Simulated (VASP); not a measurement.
# BAs (Pmmm) in VASP: settings compared

BAs is run at these levels: RPBE+D4, revPBE+D4; tasks: single point.

Program: VASP 6.6.1. These are calculated values, not measurements. Logs are shortened: lines on timing, memory, paths and dates and some standing lists are left out, and cuts for length are marked.

## (1) The cell of the first run

The structure is orthorhombic, space group Pmmm (No. 47). Conventional cell: a = 2.397 Å, b = 2.719 Å, c = 4.274 Å, α = 90.00°, β = 90.00°, γ = 90.00°. Within 3.2 Å of B (site symmetry mmm) lie 4 B at 2.40 to 2.72 Å and 4 As at 2.53 Å. Within 3.2 Å of As (site symmetry mmm) lie 4 As at 2.40 to 2.72 Å and 4 B at 2.53 Å.

## (2) Single point, RPBE+D4

INCAR

```
SYSTEM = BAs
ALGO = Normal
EDIFF = 1E-6
ENCUT = 520
GGA = RP
ISIF = 2
ISMEAR = -1
IVDW = 13
LASPH = .TRUE.
LCHARG = .FALSE.
LREAL = .FALSE.
LWAVE = .FALSE.
NBANDS = 11
NELM = 60
PREC = Accurate
SIGMA = 0.05
```

KPOINTS

```
k-points
0
G
  12 8 6
  0 0 0
```

POSCAR

```
BAs
1.0
    2.7186849602      0.0000000000      0.0000000000
    0.0000000000      2.3970352686      0.0000000000
    0.0000000000      0.0000000000      4.2739929232
B As
1 1
Direct
    0.0000000000      0.5000000000      0.0000000000
    0.5000000000      0.5000000000      0.5000000000
```

Potentials or basis: VASP PAW PBE potentials, release 64 (B, As).

The run is started by

```console
> cat potpaw_PBE.64/B/POTCAR potpaw_PBE.64/As/POTCAR > POTCAR
> mpirun -np 1 vasp_std > vasp.out
```

OUTCAR:

```text
SYSTEM = BAs
   EDIFF = 1E-6
   ENCUT = 520
   GGA = RP
   ISIF = 2
   ISMEAR = -1
   IVDW = 13
   LASPH = .TRUE.
   LREAL = .FALSE.
   NELM = 60
   PREC = Accurate

 ion  position               nearest neighbor table
   1  0.000  0.500  0.000-   2 2.53   2 2.53   2 2.53   2 2.53
   2  0.500  0.500  0.500-   1 2.53   1 2.53   1 2.53   1 2.53

  LATTYP: Found a simple orthorhombic cell.
 ALAT       =     2.3970352686
 B/A-ratio  =     1.1341864660
 C/A-ratio  =     1.7830329738

  Lattice vectors:

 A1 = (   0.0000000000,  -2.3970352686,   0.0000000000)
 A2 = (   2.7186849602,   0.0000000000,   0.0000000000)
 A3 = (   0.0000000000,   0.0000000000,   4.2739929232)

Analysis of symmetry for initial positions (statically):
=====================================================================
 Subroutine PRICEL returns:
 Original cell was already a primitive cell.

 Routine SETGRP: Setting up the symmetry group for a
 simple orthorhombic supercell.

 Subroutine GETGRP returns: Found  8 space group operations
 (whereof  8 operations were pure point group operations)
 out of a pool of  8 trial point group operations.

The static configuration has the point symmetry D_2h.

Analysis of symmetry for dynamics (positions and initial velocities):
=====================================================================
 Subroutine PRICEL returns:
 Original cell was already a primitive cell.

 Routine SETGRP: Setting up the symmetry group for a
 simple orthorhombic supercell.

 Subroutine GETGRP returns: Found  8 space group operations
 (whereof  8 operations were pure point group operations)
 out of a pool of  8 trial point group operations.

The dynamic configuration has the point symmetry D_2h.

 Subroutine INISYM returns: Found  8 space group operations
 (whereof  8 operations are pure point group operations),
 and found     1 'primitive' translations

----------------------------------------------------------------------------------------

                                     Primitive cell

  volume of cell :      27.8527

  direct lattice vectors                    reciprocal lattice vectors
     2.718684960  0.000000000  0.000000000     0.367824891  0.000000000  0.000000000
     0.000000000  2.397035269  0.000000000     0.000000000  0.417182014  0.000000000
     0.000000000  0.000000000  4.273992923     0.000000000  0.000000000  0.233973247

  length of vectors
     2.718684960  2.397035269  4.273992923     0.367824891  0.417182014  0.233973247

  position of ions in fractional coordinates (direct lattice)
     0.000000000  0.500000000  0.000000000
     0.500000000  0.500000000  0.500000000

  ion indices of the primitive-cell ions
   primitive index   ion index
                 1           1
                 2           2

----------------------------------------------------------------------------------------

 KPOINTS: k-points

Automatic generation of k-mesh.
 Grid dimensions read from file:
 generate k-points for:   12    8    6

 Generating k-lattice:

  Cartesian coordinates                     Fractional coordinates (reciprocal lattice)
     0.030652074  0.000000000  0.000000000     0.083333333  0.000000000  0.000000000
     0.000000000  0.052147752  0.000000000     0.000000000  0.125000000  0.000000000
     0.000000000  0.000000000  0.038995541     0.000000000  0.000000000  0.166666667

  Length of vectors
     0.030652074  0.052147752  0.038995541

  Shift w.r.t. Gamma in fractional coordinates (k-lattice)
     0.000000000  0.000000000  0.000000000

 Subroutine IBZKPT returns following result:
 ===========================================

 Found    140 irreducible k-points:

 Following reciprocal coordinates:
            Coordinates               Weight
  0.000000  0.000000  0.000000      1.000000
  0.083333  0.000000  0.000000      2.000000
  0.166667  0.000000  0.000000      2.000000
  0.250000  0.000000  0.000000      2.000000
  0.333333  0.000000  0.000000      2.000000
  0.416667  0.000000  0.000000      2.000000
[... 16 lines left out ...]
  0.083333  0.375000  0.000000      4.000000
  0.166667  0.375000  0.000000      4.000000
 [... further k-points ...]
   k-points           NKPTS =    140   k-points in BZ     NKDIM =    140   number of bands    NBANDS=     11
   number of dos      NEDOS =    301   number of ions     NIONS =      2
   total plane-waves  NPLWV =  11520
   dimension x,y,z NGX =    20 NGY =   18 NGZ =   32
   dimension x,y,z NGXF=    40 NGYF=   36 NGZF=   64
   ions per type =               1   1
   NGX,Y,Z   is equivalent  to a cutoff of  12.23, 12.48, 12.45 a.u.
   NGXF,Y,Z  is equivalent  to a cutoff of  24.46, 24.97, 24.89 a.u.
 SYSTEM =  BAs
   PREC   = accura    normal or accurate (medium, high low for compatibility)
   ISTART =      0    job   : 0-new  1-cont  2-samecut
   ICHARG =      2    charge: 1-file 2-atom 10-const
   ISPIN  =      1    spin polarized calculation?
   LNONCOLLINEAR =      F non collinear calculations
   LSORBIT =      F    spin-orbit coupling
   LASPH  =      T    aspherical Exc in radial PAW
   ENCUT  =  520.0 eV  38.22 Ry    6.18 a.u.   5.05  4.46  7.95*2*pi/ulx,y,z
   NELM   =     60;   NELMIN=  2; NELMDL= -5     # of ELM steps
   EDIFF  = 0.1E-05   stopping-criterion for ELM
   LREAL  =      F    real-space projection
   EDIFFG = 0.1E-04   stopping-criterion for IOM
   NSW    =      0    number of steps for IOM
   IBRION =     -1    ionic relax: 0-MD 1-quasi-New 2-CG
   NFREE  =      0    steps in history (QN), initial steepest desc. (CG)
   ISIF   =      2    stress and relaxation
   ISYM   =      2    0-nonsym 1-usesym 2-fastsym
   POTIM  = 0.5000    time-step for ionic-motion
   TEBEG  =    0.0;   TEEND  =   0.0 temperature during run
   PSTRESS=    0.0 pullay stress
   NELECT =       8.0000    total number of electrons
   NUPDOWN=      -1.0000    fix difference up-down
   EMIN   =  10.00;   EMAX   =-10.00  energy-range for DOS
   EFERMI =   0.00;   METHOD = LEGACY
   ISMEAR =    -1;   SIGMA  =   0.05  broadening in eV -4-tet -1-fermi 0-gaus
   EFERMI_NEDOS =   21; number of points for ismear=-14 and -15
   IALGO  =     38    algorithm
   IMIX   =      4    mixing-type and parameters
     AMIX     =   0.40;   BMIX     =  1.00
     AMIX_MAG =   1.60;   BMIX_MAG =  1.00
  volume/ion in A,a.u.               =      13.93        93.98
  Fermi-wavevector in a.u.,A,eV,Ry     =   1.080146  2.041180 15.874126  1.166715
  Thomas-Fermi vector in A             =   2.216129
   LORBIT       =      0    0 simple, 1 ext, 2 COOP (PROOUT), +10 PAW based schemes
   GGA     = RP    functional components
   LHFCALC =     F    Hartree Fock is set to
   AEXX    =    0.0000 exact exchange contribution
   IVDW    =    13    specifies the selected vdW correction
   LEPSILON=     F    determine dielectric tensor
   LRPA    =     F    only Hartree local field effects (RPA)
 non-spin polarized calculation
  energy-cutoff  :      520.00
  volume of cell :       27.85
 maximum number of plane-waves:       770
   NGX = 11   NGY =  9   NGZ = 15

 number of electron       8.0000000 magnetization

 Free energy of the ion-electron system (eV)
  ---------------------------------------------------
  ext. energy  EPLUGINS =         0.00000000
  ---------------------------------------------------
  free energy    TOTEN  =        -7.79084293 eV

  energy without entropy =       -7.78489523  energy(sigma->0) =       -7.78786908

 E-fermi :   6.1781     XC(G=0): -10.8935

 val. band max:        6.1444416736   @ k =   0.2500   0.1250   0.3333
 cond. band min:       6.1857981203   @ k =   0.3333   0.3750   0.3333
 fundamental gap:      0.0413564467
 Fermi energy:         6.1780658191

 k-point     1 :       0.0000    0.0000    0.0000
  band No.  band energies     occupation
      1      -9.5258      2.00000
      2      -0.2735      2.00000
      3      -0.1716      2.00000
      4       8.3349      0.00000
      5      13.0272      0.00000
      6      13.0395      0.00000
      7      13.9164      0.00000
      8      14.1070      0.00000
      9      16.8468      0.00000
     10      18.6919      0.00000
     11      21.5963      0.00000

 k-point     2 :       0.0833    0.0000    0.0000
  band No.  band energies     occupation
      1      -9.3964      2.00000
      2      -0.1852      2.00000
      3      -0.0329      2.00000
      4       7.1058      0.00000
      5      12.1982      0.00000
      6      13.1330      0.00000
      7      13.5336      0.00000
      8      15.5244      0.00000
      9      16.8943      0.00000
     10      18.9918      0.00000
     11      21.3330      0.00000

 k-point     3 :       0.1667    0.0000    0.0000
  band No.  band energies     occupation
      1      -9.0109      2.00000
      2       0.0472      2.00000
      3       0.3816      2.00000
      4       4.9060      2.00000
      5      10.6789      0.00000
      6      12.0691      0.00000
      7      13.4029      0.00000
      8      17.0216      0.00000
      9      18.2497      0.00000
     10      19.7382      0.00000
     11      21.1705      0.00000

 k-point     4 :       0.2500    0.0000    0.0000
  band No.  band energies     occupation
      1      -8.3807      2.00000
      2       0.1984      2.00000
      3       1.0676      2.00000
      4       2.9688      2.00000
      5       8.9380      0.00000
      6      10.1981      0.00000
      7      13.8134      0.00000
      8      17.1840      0.00000
      9      20.0524      0.00000
     10      21.3894      0.00000
     11      21.6996      0.00000
[... 239 lines left out ...]
 k-point    22 :       0.0000    0.3750    0.0000
  band No.  band energies     occupation
      1      -6.0781      2.00000
      2       0.9339      2.00000
      3       2.6229      2.00000
      4       2.6585      2.00000
      5       7.6875      0.00000
      6      10.7171      0.00000
      7      12.5344      0.00000
      8      15.1505      0.00000
      9      16.3130      0.00000
     10      17.5734      0.00000
     11      21.9064      0.00000

 k-point    23 :       0.0833    0.3750    0.0000
  band No.  band energies     occupation
      1      -5.9492      2.00000
      2       1.0514      2.00000
      3       2.7419      2.00000
      4       2.7602      2.00000
      5       7.7199      0.00000
      6       9.8039      0.00000
      7      12.6517      0.00000
      8      14.3875      0.00000
      9      15.8297      0.00000
     10      18.6553      0.00000
     11      20.2598      0.00000

 k-point    24 :       0.1667    0.3750    0.0000
  band No.  band energies     occupation
      1      -5.5648      2.00000
      2       1.3941      2.00000
      3       2.9675      2.00000
      4       3.1708      2.00000
      5       7.4831      0.00000
      6       8.2482      0.00000
      7      12.9505      0.00000
      8      13.0658      0.00000
      9      14.6144      0.00000
     10      17.2294      0.00000
     11      21.3915      0.00000

 [... further k-points ...]

------------------------ aborting loop because EDIFF is reached ----------------------------------------

  DFT-D4 for vdW energy calculation

  Edisp (eV):   -1.79788

  FORCE on cell =-STRESS in cart. coord.  units (eV):
  Direction    XX          YY          ZZ          XY          YZ          ZX
  --------------------------------------------------------------------------------------
  -------------------------------------------------------------------------------------
  Total       0.02998     0.08605     0.01936    -0.00000     0.00000     0.00000
  in kB       1.72434     4.94986     1.11391    -0.00000     0.00000     0.00000
  external pressure =        2.60 kB  Pullay stress =        0.00 kB

 VOLUME and BASIS-vectors are now :
 -----------------------------------------------------------------------------
  energy-cutoff  :      520.00
  volume of cell :       27.85
      direct lattice vectors                 reciprocal lattice vectors
     2.718684960  0.000000000  0.000000000     0.367824891  0.000000000  0.000000000
     0.000000000  2.397035269  0.000000000     0.000000000  0.417182014  0.000000000
     0.000000000  0.000000000  4.273992923     0.000000000  0.000000000  0.233973247

 POSITION                                       TOTAL-FORCE (eV/Angst)
 -----------------------------------------------------------------------------------
      0.00000      1.19852      0.00000         0.000000      0.000000      0.000000
      1.35934      1.19852      2.13700         0.000000      0.000000      0.000000
 -----------------------------------------------------------------------------------
    total drift:                                0.000000     -0.000000      0.000000

  FREE ENERGIE OF THE ION-ELECTRON SYSTEM (eV)
  ---------------------------------------------------
  free  energy   TOTEN  =        -9.5887244434 eV

  energy  without entropy=       -9.5827767456  energy(sigma->0) =       -9.58575059
```

Wall time 11 s (1 thread of Intel Xeon 6975P-C (Granite Rapids), shared host); peak memory 0.17 GiB.

What came out:

```
Free energy                : -9.5887 eV
Pressure                   : 0.3 GPa
Band gap on the k mesh     : zero (band 4 reaches 9.45 eV, above the bottom of band 5 at 4.35 eV)
Dispersion energy per atom : -0.899 eV
```

Stress tensor (GPa, compression positive):
```
0.17 0.00 0.00
0.00 0.49 0.00
0.00 0.00 0.11
```

Caveat: the PAW data sets were made with another functional, which shifts forces and pressure a little; pairwise dispersion overbinds metals, which lowers pressure and volume.

## (3) Single point, revPBE+D4

This run uses another cell than the first one, of 13.96 Å³/atom, 1.002 times its volume.

INCAR

```
SYSTEM = BAs
ALGO = Normal ; EDIFF = 1E-6
ENCUT = 520 ; GGA = RE
ISIF = 2 ; ISMEAR = -1
IVDW = 13 ; LASPH = .True.
LCHARG = .True. ; LELF = .True.
LREAL = .False. ; LVHAR = .True.
LWAVE = .False. ; NBANDS = 11
NELM = 60 ; PREC = Accurate
SIGMA = 0.05
```

KPOINTS

```
k-points
0
Gamma
  12 8 6
  0 0 0
```

POSCAR

```
BAs
1.0
    2.7225194339      0.0000000000      0.0000000000
    0.0000000000      2.4032610826      0.0000000000
    0.0000000000      0.0000000000      4.2663337818
B As
1 1
Direct
    0.0000000000      0.5000000000      0.0000000000
    0.5000000000      0.5000000000      0.5000000000
```

Potentials or basis: VASP PAW PBE potentials, release 64 (B, As).

The run is started by

```console
> cat potpaw_PBE.64/B/POTCAR potpaw_PBE.64/As/POTCAR > POTCAR
> mpirun -np 1 vasp_std > vasp.out
```

Run time: 11 s. Hardware: 1 thread of Intel Xeon 6975P-C (Granite Rapids), shared host; peak memory 0.16 GiB.

The run converged. Its results:

```yaml
Free_energy: -9.5190 eV
Pressure: 0.2 GPa
Band_gap_on_the_k_mesh: zero (band 4 reaches 9.37 eV, above the bottom of band 5 at 4.28 eV)
Dispersion_energy_per_atom: -0.800 eV
```

Stress tensor (GPa, compression positive):
```
0.17 0.00 0.00
0.00 0.49 0.00
0.00 0.00 0.08
```

Levels at points of the mesh, in eV from the Fermi level:
```csv
k point,band 1,band 2,band 3,band 4,band 5,band 6,band 7,band 8
"(0.00, 0.00, 0.00)",-15.66,-6.39,-6.31,2.13,6.78,6.85,7.74,7.96
"(0.50, 0.00, 0.00)",-12.24,-8.90,-2.06,-1.84,-1.71,-1.04,8.63,11.08
"(0.00, 0.50, 0.00)",-10.54,-7.71,-2.71,-1.28,-1.25,4.86,5.08,9.63
"(0.50, 0.50, 0.00)",-6.74,-4.89,-4.63,-1.67,1.90,2.02,2.15,2.53
"(0.00, 0.00, 0.50)",-15.16,-10.39,1.63,2.26,3.61,4.21,7.76,8.84
"(0.50, 0.00, 0.50)",-11.83,-7.80,-6.09,-5.86,4.45,5.18,8.72,10.96
"(0.00, 0.50, 0.50)",-10.00,-7.08,-5.94,-3.42,4.93,6.24,6.67,7.48
"(0.50, 0.50, 0.50)",-6.03,-4.72,-3.95,-2.28,-1.39,-1.11,3.04,5.20
```

Caveat: the PAW data sets were made with another functional, which shifts forces and pressure a little; pairwise dispersion overbinds metals, which lowers pressure and volume.
